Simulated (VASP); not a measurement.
A run of VASP 6.6.1 is set up as follows.

File INCAR:

```
SYSTEM = Hf
ALGO = Fast ; EDIFF = 1E-6
ENCUT = 520 ; GGA = CA
ISIF = 2 ; ISMEAR = -5
LASPH = .TRUE. ; LCHARG = .FALSE.
LREAL = .FALSE. ; LWAVE = .FALSE.
NBANDS = 11 ; NELM = 100
PREC = Accurate ; SIGMA = 0.05
```

The input KPOINTS:

```
k-points
0
G
  10 10 10
  0 0 0
```

File POSCAR:

```
Hf
1.0
    0.0000000000      2.2200000000      2.2200000000
    2.2200000000      0.0000000000      2.2200000000
    2.2200000000      2.2200000000      0.0000000000
Hf
1
Direct
    0.0000000000      0.0000000000      0.0000000000
```

Potentials or basis: VASP PAW LDA potentials, release 64 (Hf_pv).

Command:

```bash
$ cat potpaw_LDA.64/Hf_pv/POTCAR > POTCAR
$ mpirun -np 1 vasp_std > vasp.out
```

Question: What does it give for the band gap on the k mesh?

Answer: Zero (band 5 reaches 6.10 eV, above the bottom of band 6 at 4.37 eV).

Question: Estimate the pressure.

Answer: -5.5 GPa.

Caveat: spin-orbit coupling is left out, which moves the levels of the heavy elements; tetrahedron occupations give inexact forces and stress in metals.
